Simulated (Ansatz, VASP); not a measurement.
# PbO in VASP and in Ansatz

The input INCAR:

```
SYSTEM = PbO
ALGO     = Normal         ! electronic algorithm
EDIFF    = 1E-7           ! SCF threshold, eV
ENCUT    = 520            ! plane-wave cutoff, eV
GGA      = PS             ! functional
ISIF     = 2              ! what is computed and relaxed
ISMEAR   = 0              ! smearing method
LASPH    = .TRUE.         ! aspherical terms in the spheres
LCHARG   = .FALSE.        ! write CHGCAR
LREAL    = .FALSE.        ! projectors in reciprocal space
LWAVE    = .FALSE.        ! write WAVECAR
NBANDS   = 28             ! bands
NELM     = 60             ! most SCF steps
PREC     = Accurate       ! precision mode
SIGMA    = 0.05           ! smearing width, eV
```

Contents of KPOINTS:

```
k-points
0
G
  8 8 6
  0 0 0
```

File POSCAR:

```
PbO
1.0
    3.8949120000      0.0000000000      0.0000000000
    0.0000000000      4.0538880000      0.0000000000
    0.0000000000      0.0000000000      5.0220000000
Pb O
2 2
Direct
    0.0000000000      0.5000000000      0.2351000000
    0.5000000000      0.0000000000      0.7649000000
    0.0000000000      0.0000000000      0.0000000000
    0.5000000000      0.5000000000      0.0000000000
```

Input for Ansatz:

```yaml
crystal:
  lattice:
    - [3.894912, 0.0, 0.0]
    - [0.0, 4.053888, 0.0]
    - [0.0, 0.0, 5.022]
  atoms:
    - { symbol: Pb, position: [0.0, 0.5, 0.2351] }
    - { symbol: Pb, position: [0.5, 0.0, 0.7649] }
    - { symbol: O, position: [0.0, 0.0, 0.0] }
    - { symbol: O, position: [0.5, 0.5, 0.0] }
basis:
  ecutwfc: 420
kpoints:
  mp_grid: { grid: [8, 8, 6] }
hamiltonian:
  xc: pbesol
scf:
  occupations: { method: gaussian, width: 0.05 }
output:
  forces: true
  stress: true
  eigenvalues: true
```

Change from the starting cell: strain -0.0200 x Voigt [1, -1, 0, 0, 0, 0], atoms carried along.

Alike in both runs: task single point; functional PBEsol; k mesh 8 × 8 × 6; occupations gaussian, width 0.05 eV; no spin polarisation.

|  | VASP | Ansatz |
| --- | --- | --- |
| version | VASP 6.6.1 | Ansatz 0.2.0 |
| potentials or method | VASP PAW PBE potentials, release 64 (Pb_d, O), cutoff 520 eV | scalar-relativistic, plane waves, PAW |
| valence electrons in the cell | 40 | 40 |

|  | VASP | Ansatz | Ansatz less VASP |
| --- | --- | --- | --- |
| gap on the k mesh at the Fermi level (eV) | 1.17 | 1.16 | -0.006 |
| least direct gap on the mesh (eV) | 2.24 | 2.26 | +0.016 |
| pressure (GPa) | 1.2 | 1.1 | -0.09 |
| traceless stress, the component that is largest in VASP (GPa) | 1.52 | 1.48 | -0.047 |
| rms of the force components (eV/Å) | 0.154 | 0.143 | -0.0116 |

VASP's potentials were made for PBE, not for PBEsol. Atom by atom the forces differ by 0.019 eV/Å (rms over components). The functional is the same, so the differences come from potentials, cutoffs and numerics.

Neither program's run includes spin-orbit coupling.
